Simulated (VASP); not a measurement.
Set up this calculation in VASP 6.6.1, as the native input.

```yaml
Task: single point
Functional: PBE
Potentials_or_basis: VASP PAW PBE potentials, release 64 (Mg, Sn_d)
Cutoff: 600 eV
k_mesh: 6 × 6 × 6
Occupations: gaussian, width 0.05 eV
Spin: no spin polarisation
Dipole_correction: no
Further_INCAR_settings: ALGO = Normal; EDIFF = 1e-06; NBANDS = 16
```

The structure of Mg2Sn lies in POSCAR:

```
Mg2Sn
1.0
    0.0000000000      3.3954517072      3.3954517072
    3.3954517072      0.0000000000      3.3954517072
    3.3954517072      3.3954517072      0.0000000000
Mg Sn
2 1
Direct
    0.2500000000      0.2500000000      0.2500000000
    0.7500000000      0.7500000000      0.7500000000
    0.0000000000      0.0000000000      0.0000000000
```

The input as run:

INCAR

```
SYSTEM = Mg2Sn
PREC = Accurate
ENCUT = 600
EDIFF = 1E-6
ISMEAR = 0
SIGMA = 0.05
LREAL = .False.
LASPH = .True.
NELM = 120
ALGO = Normal
ISIF = 2
LWAVE = .False.
LCHARG = .False.
GGA = PE
NBANDS = 16
GGA_COMPAT = .False.
```

KPOINTS

```
regular mesh
0
Gamma
  6 6 6
  0 0 0
```

Potentials or basis: VASP PAW PBE potentials, release 64 (Mg, Sn_d).

Launch:

```bash
$ cat potpaw_PBE.64/Mg/POTCAR potpaw_PBE.64/Sn_d/POTCAR > POTCAR
$ mpirun -np 1 vasp_std > vasp.out
```

It gave:

```yaml
Pressure: 0.5 GPa
Band_gap_on_the_k_mesh: zero (bands 9 and 10 overlap by 0.18 eV)
```

Caveat: spin-orbit coupling is left out, which moves the levels of the heavy elements.

Wall time 44 s on 1 thread of Intel Xeon 8259CL (shared host), peak memory 0.25 GiB.
